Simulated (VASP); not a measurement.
Here is a VASP 6.6.1 calculation.

Contents of INCAR:

```
PREC     = Accurate       # precision mode
ENCUT    = 520            # plane-wave cutoff, eV
EDIFF    = 1E-6           # SCF threshold, eV
ISMEAR   = 0              # smearing method
SIGMA    = 0.15           # smearing width, eV
LREAL    = False          # projectors in reciprocal space
LASPH    = True           # aspherical terms in the spheres
NELM     = 120            # most SCF steps
ALGO     = Normal         # electronic algorithm
ISIF     = 2              # what is computed and relaxed
LWAVE    = False          # write WAVECAR
LCHARG   = True           # write CHGCAR
GGA      = PE             # functional
IVDW     = 12             # dispersion correction
LELF     = True           # ELF
LVHAR    = True         
NBANDS   = 76             # bands
GGA_COMPAT= False        
NELMDL   = -8
```

The input KPOINTS:

```
Automatic mesh
0
Gamma
  3 3 1
```

Contents of POSCAR:

```
Sr12HO
1.0
    8.5984180000      0.0000000000      0.0000000000
    4.2992090000      7.4464490000      0.0000000000
    0.0000000000      0.0000000000     18.0205790000
Sr O H
12 1 1
Direct
    0.1666667136      0.1666666890      0.0554921127
    0.6666667136      0.1666666890      0.0554921127
    0.1666666890      0.6666666219      0.0554921127
    0.6666666890      0.6666666219      0.0554921127
   -0.1680467304      0.3280791959      0.2419946107
    0.3399656377      0.3280797330      0.2419943333
   -0.1726966479      0.8453924817      0.2564093529
    0.3344352078      0.8311287702      0.2390166820
   -0.0191232993     -0.0036257550      0.4217496563
    0.5227472067     -0.0036250836      0.4217495453
   -0.0177583583      0.5355140417      0.4238647382
    0.5077477540      0.4845027476      0.4193898542
   -0.1670155460      0.8340293474      0.3982373152
   -0.3195961513      1.1391891625      0.3448785969
```

Potentials or basis: VASP PAW PBE potentials, release 64 (Sr_sv, O, H).

Launch:

```bash
$ cat potpaw_PBE.64/Sr_sv/POTCAR potpaw_PBE.64/O/POTCAR potpaw_PBE.64/H/POTCAR > POTCAR
$ mpirun -np 1 vasp_std > vasp.out
```

Question: Estimate the band gap on the k mesh.

Answer: Zero (an odd number of electrons rules out a gap without spin polarisation).

Question: Predict the largest force.

Answer: 0.855 eV/Å.

Forces on the atoms (eV/Å):
```
Sr   0.000  0.001 -0.039
Sr   0.000 -0.033 -0.021
Sr  -0.046  0.015  0.054
Sr   0.046  0.015  0.054
Sr  -0.020 -0.019  0.006
Sr   0.020 -0.019  0.006
Sr   0.000  0.015  0.165
Sr   0.000  0.000  0.009
Sr  -0.123 -0.051 -0.022
Sr   0.123 -0.051 -0.022
Sr   0.000 -0.262  0.110
Sr   0.000 -0.071 -0.016
O    0.000 -0.327  0.053
H    0.000  0.787 -0.335
```

Caveat: an odd number of electrons without spin polarisation forces a metal; a magnetic or distorted state may lie lower.
